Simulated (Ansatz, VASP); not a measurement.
## Sc: VASP beside Ansatz

The input INCAR:

```
PREC = Accurate ; ENCUT = 520
EDIFF = 1E-7 ; ISMEAR = -1
SIGMA = 0.08 ; LREAL = False
LASPH = True ; NELM = 80
ALGO = Normal ; ISIF = 2
LWAVE = False ; LCHARG = False
GGA = PE ; NBANDS = 12
```

Contents of KPOINTS:

```
Automatic mesh
0
Gamma
  16 16 16
```

The input POSCAR:

```
Sc
1.0
    0.0000000000      2.2160642329      2.2160642329
    2.2160642329      0.0000000000      2.2160642329
    2.2160642329      2.2160642329      0.0000000000
Sc
1
Direct
    0.0000000000      0.0000000000      0.0000000000
```

Input for Ansatz:

```yaml
crystal:
  lattice:
    - [0.0, 2.2160642329, 2.2160642329]
    - [2.2160642329, 0.0, 2.2160642329]
    - [2.2160642329, 2.2160642329, 0.0]
  atoms:
    - { symbol: Sc, position: [0.0, 0.0, 0.0] }
kpoints:
  mp_grid: { grid: [16, 16, 16] }
scf:
  occupations: { method: fermi_dirac, width: 0.08 }
hamiltonian:
  xc: pbe
  pseudopotentials: { kind: all_electron, lapw: { basis_error: 0.001 } }
output:
  forces: true
  stress: true
  eigenvalues: true
  populations: true
```

Change from the starting cell: volume scaled by 0.88, LAPW.

Alike in both runs: task single point; functional PBE; k mesh 16 × 16 × 16; occupations fermi-dirac, width 0.08 eV; no spin polarisation.

|  | VASP | Ansatz |
| --- | --- | --- |
| version | VASP 6.6.1 | Ansatz 0.2.0 |
| potentials or method | VASP PAW PBE potentials, release 64 (Sc_sv), cutoff 520 eV | all-electron LAPW, scalar-relativistic |

|  | VASP | Ansatz | Ansatz less VASP |
| --- | --- | --- | --- |
| pressure (GPa) | 8.0 | 7.9 | -0.06 |

Ansatz ran all-electron here, and VASP with PAW potentials.
